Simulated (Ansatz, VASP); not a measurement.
Two plane-wave programs on Si3N4

```
CELL_PARAMETERS angstrom
-3.19948 3.19948 3.19948
3.19948 -3.19948 3.19948
3.19948 3.19948 -3.19948
ATOMIC_POSITIONS crystal
Si 0.25000 0.12500 0.87500
Si 0.87500 0.25000 0.12500
Si 0.75000 0.37500 0.62500
Si 0.62500 0.75000 0.37500
Si 0.12500 0.87500 0.25000
Si 0.37500 0.62500 0.75000
N 0.56096 0.56096 0.56096
N 0.43904 0.50000 0.00000
N 0.50000 0.00000 0.93904
N 0.00000 0.43904 0.50000
N 0.93904 0.50000 0.00000
N 0.06096 0.06096 0.06096
N 0.00000 0.93904 0.50000
N 0.50000 0.00000 0.43904
```

Alike in both runs: functional r2SCAN; k mesh 6 × 6 × 6; occupations fermi-dirac, width 0.02 eV; no spin polarisation.

Ansatz relaxed the structure, and its values are those at the end. VASP's run is a single point on that final structure, the one shown.

|  | VASP | Ansatz |
| --- | --- | --- |
| version | VASP 6.6.1 | Ansatz 0.2.0 |
| potentials or method | VASP PAW PBE potentials, release 64 (Si, N), cutoff 520 eV | PAW plane waves |
| valence electrons in the cell | 64 | 64 |

Ansatz gave:

| Item | Value |
| --- | --- |
| gap on the k mesh at the Fermi level (eV) | 4.83 |
| pressure (GPa) | 5.8 |

Task: Estimate VASP's values.

Result: gap on the k mesh at the Fermi level (eV): 4.83; pressure (GPa): 5.7.

VASP's potentials were made for PBE, not for r2SCAN. The functional is the same, so the differences come from potentials, cutoffs and numerics. Ansatz's warnings: stress scf threshold loose.
